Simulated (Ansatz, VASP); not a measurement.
## One calculation of BeB3N3, two programs

```
CELL_PARAMETERS angstrom
4.86881 0.00000 0.00000
-2.43440 4.21651 0.00000
0.00000 0.00000 3.73867
ATOMIC_POSITIONS crystal
Be 0.00000 0.00000 0.89564
B 0.00000 0.00000 0.39845
B 0.33333 0.66667 0.62702
B 0.66667 0.33333 0.62702
N 0.50000 0.00000 0.62853
N 0.00000 0.50000 0.62853
N 0.50000 0.50000 0.62853
```

Alike in both runs: functional PBE; k mesh 9 × 9 × 10; occupations gaussian, width 0.1 eV; no spin polarisation.

Ansatz relaxed the structure, and its values are those at the end. VASP's run is a single point on that final structure, the one shown.

|  | VASP | Ansatz |
| --- | --- | --- |
| version | VASP 6.6.1 | Ansatz 0.2.0 |
| potentials or method | VASP PAW PBE potentials, release 64 (Be, B, N), cutoff 520 eV | scalar-relativistic, plane waves, PAW |
| valence electrons in the cell | 26 | 26 |

|  | VASP | Ansatz | Ansatz less VASP |
| --- | --- | --- | --- |
| gap on the k mesh at the Fermi level (eV) | none | none | - |
| pressure (GPa) | -0.1 | 0.0 | +0.09 |

A gap of «none» marks a metal or a gap that the smearing closes.
